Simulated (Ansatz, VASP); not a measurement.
## BeS: VASP beside Ansatz

```
CELL_PARAMETERS angstrom
1.73366 -4.93494 0.00000
1.73366 4.93494 0.00000
0.00000 0.00000 3.58055
ATOMIC_POSITIONS crystal
Be 0.63176 0.36824 0.75000
Be 0.36824 0.63176 0.25000
S 0.86129 0.13871 0.75000
S 0.13871 0.86129 0.25000
```

Change from the starting cell: species swapped into the PbSe type (Cmcm, No. 63).

Alike in both runs: task relaxation of cell and atoms; functional PBE; k mesh 6 × 6 × 6; occupations gaussian, width 0.1 eV; no spin polarisation.

|  | VASP | Ansatz |
| --- | --- | --- |
| version | VASP 6.6.1 | Ansatz 0.2.0 |
| potentials or method | VASP PAW PBE potentials, release 64 (Be, S), cutoff 600 eV | scalar-relativistic, plane waves, PAW |
| valence electrons in the cell | 16 | 16 |

Ansatz gave:

* gap on the k mesh at the Fermi level, each at its own relaxed structure (eV): 1.19
* relaxed volume (Å³/atom): 17.31
* relaxed cell length with the largest relative difference (Å): 7.060

**Question.** Which values does VASP return?

**Answer.** gap on the k mesh at the Fermi level, each at its own relaxed structure (eV): 1.16; relaxed volume (Å³/atom): 16.39; relaxed cell length with the largest relative difference (Å): 6.704.

One of these differences is far larger than is usual between the two programs; its cause wasn't traced.
